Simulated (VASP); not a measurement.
Input of a VASP 6.6.1 run:

Contents of INCAR:

```
SYSTEM = Ba16H
  PREC = Accurate
  ENCUT = 520
  EDIFF = 1E-7
  ISMEAR = -1
  SIGMA = 0.15
  LREAL = Auto
  LASPH = .True.
  NELM = 80
  ALGO = Normal
  ISIF = 2
  LWAVE = .False.
  LCHARG = .False.
  GGA = PE
  NBANDS = 94
```

Contents of KPOINTS:

```
Automatic mesh
0
Gamma
  1 1 1
  0 0 0
```

File POSCAR:

```
Ba16H
1.0
   10.0400000000      0.0000000000      0.0000000000
    0.0000000000     10.0400000000      0.0000000000
    0.0000000000      0.0000000000     10.0400000000
Ba H
16 1
Direct
    0.0145219124     -0.0118824701     -0.0022509960
    0.4909661355      0.0219223108     -0.0035458167
    0.0038047809      0.5142529880      0.0042629482
    0.0077988048      0.0009362550      0.4978386454
    0.2413545817      0.2596513944      0.2572609562
    0.4915039841      0.4858466135     -0.0004681275
    0.5040836653      0.0110756972      0.4982569721
    0.7548107570      0.2403984064      0.2300099602
   -0.0057370518      0.5139342629      0.5014741036
    0.2512151394      0.7544123506      0.2494920319
    0.2367031873      0.2524302789      0.7434661355
    0.4921314741      0.4968227092      0.5117430279
    0.7505278884      0.7560856574      0.2315737052
    0.7572509960      0.2435956175      0.7728187251
    0.2543127490      0.7472908367      0.7530478088
    0.7577788845      0.7455079681      0.7431274900
    0.6058466135      0.2615239044      0.0167131474
```

Potentials or basis: VASP PAW PBE potentials, release 64 (Ba_sv, H).

Launch:

```sh
$ cat potpaw_PBE.64/Ba_sv/POTCAR potpaw_PBE.64/H/POTCAR > POTCAR
$ mpirun -np 1 vasp_gam > vasp.out
```

What does it give for the largest force?

0.328 eV/Å.

Estimate the pressure.

-0.9 GPa.

Stress tensor (GPa, compression positive):
```
-0.72 -0.02  0.01
-0.02 -0.90  0.01
 0.01  0.01 -0.99
```

Caveat: the k points lie up to 0.63 Å⁻¹ apart.
